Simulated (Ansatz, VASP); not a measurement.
## Two plane-wave programs on H

Contents of INCAR:

```
PREC = Accurate
ENCUT = 520
EDIFF = 1E-6
ISMEAR = 0
SIGMA = 0.02
LREAL = False
LASPH = True
NELM = 60
ALGO = Normal
ISIF = 2
LWAVE = False
LCHARG = False
GGA = PE
NBANDS = 10
```

Contents of KPOINTS:

```
regular mesh
0
Gamma
  6 6 6
```

File POSCAR:

```
H
1.0
    2.5040114721     -2.4491074616      0.0418742629
    2.6066876648      2.5540467168      0.0088638670
    0.0400513801     -0.0266318897      3.9978898245
H
4
Direct
    0.9580038197      0.0359698368      0.0728065197
    0.4503959577      0.5504235641      0.4348929978
    0.5471314237      0.4553004594      0.5650780294
    0.0444688409      0.9583022861      0.9272224531
```

Input for Ansatz:

```yaml
crystal:
  lattice:
    - [2.5040114721, -2.4491074616, 0.0418742629]
    - [2.6066876648, 2.5540467168, 0.008863867]
    - [0.0400513801, -0.0266318897, 3.9978898245]
  atoms:
    - { symbol: H, position: [0.9580038197, 0.0359698368, 0.0728065197] }
    - { symbol: H, position: [0.4503959577, 0.5504235641, 0.4348929978] }
    - { symbol: H, position: [0.5471314237, 0.4553004594, 0.5650780294] }
    - { symbol: H, position: [0.0444688409, 0.9583022861, 0.9272224531] }
basis:
  ecutwfc: 420
kpoints:
  mp_grid: { grid: [6, 6, 6] }
hamiltonian:
  xc: pbe
scf:
  occupations: { method: gaussian, width: 0.02 }
output:
  forces: true
  stress: true
  eigenvalues: true
```

Change from the starting cell: all atoms moved at random, cell strained at random.

Alike in both runs: task single point; functional PBE; k mesh 6 × 6 × 6; occupations gaussian, width 0.02 eV; no spin polarisation.

```csv
,VASP,Ansatz
version,VASP 6.6.1,Ansatz 0.2.0
potentials or method,"VASP PAW PBE potentials, release 64 (H), cutoff 520 eV","scalar-relativistic, plane waves, PAW"
valence electrons in the cell,4,4
```

|  | VASP | Ansatz | Ansatz less VASP |
| --- | --- | --- | --- |
| gap on the k mesh at the Fermi level (eV) | 9.28 | 9.28 | +0.002 |
| least direct gap on the mesh (eV) | 9.99 | 9.99 | +0.002 |
| pressure (GPa) | 2.3 | 2.6 | +0.22 |
| traceless stress, the component that is largest in VASP (GPa) | -2.32 | -2.36 | -0.041 |
| rms of the force components (eV/Å) | 0.911 | 0.919 | +0.0079 |

Atom by atom the forces differ by 0.008 eV/Å (rms over components).
